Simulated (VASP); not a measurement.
# Si: single point with PBE

Crystal: Si.

```
CELL_PARAMETERS angstrom
0.00000 2.73505 2.73505
2.73505 0.00000 2.73505
2.73505 2.73505 0.00000
ATOMIC_POSITIONS crystal
Si 0.75000 0.75000 0.75000
Si 0.50000 0.50000 0.50000
```

```
Program             : VASP 6.6.1
Task                : single point
Functional          : PBE
Potentials or basis : VASP PAW PBE potentials, release 64 (Si)
Cutoff              : 520 eV
k mesh              : 8 × 8 × 8
Occupations         : gaussian, width 0.02 eV
Spin                : no spin polarisation
```

The pressure is -0.1 GPa and the band gap on the k mesh is 0.65 eV, indirect (least direct gap 2.56 eV).

Levels at points of the mesh, in eV from the valence-band top:
| k point | band 1 | band 2 | band 3 | band 4 | band 5 | band 6 | band 7 | band 8 |
| --- | --- | --- | --- | --- | --- | --- | --- | --- |
| (0.00, 0.00, 0.00) | -11.81 | 0.00 | 0.00 | 0.00 | 2.56 | 2.56 | 2.56 | 3.13 |
| (0.50, 0.00, 0.00) | -9.53 | -6.87 | -1.18 | -1.18 | 1.46 | 3.35 | 3.35 | 7.70 |
| (0.50, 0.50, 0.00) | -7.74 | -7.74 | -2.79 | -2.79 | 0.75 | 0.75 | 9.93 | 9.93 |

It took 8.8 s on 1 thread of Intel(R) Xeon(R) 6975P-C (Granite Rapids), on a shared host, peak memory 0.15 GiB.

A k mesh can miss the band edges.
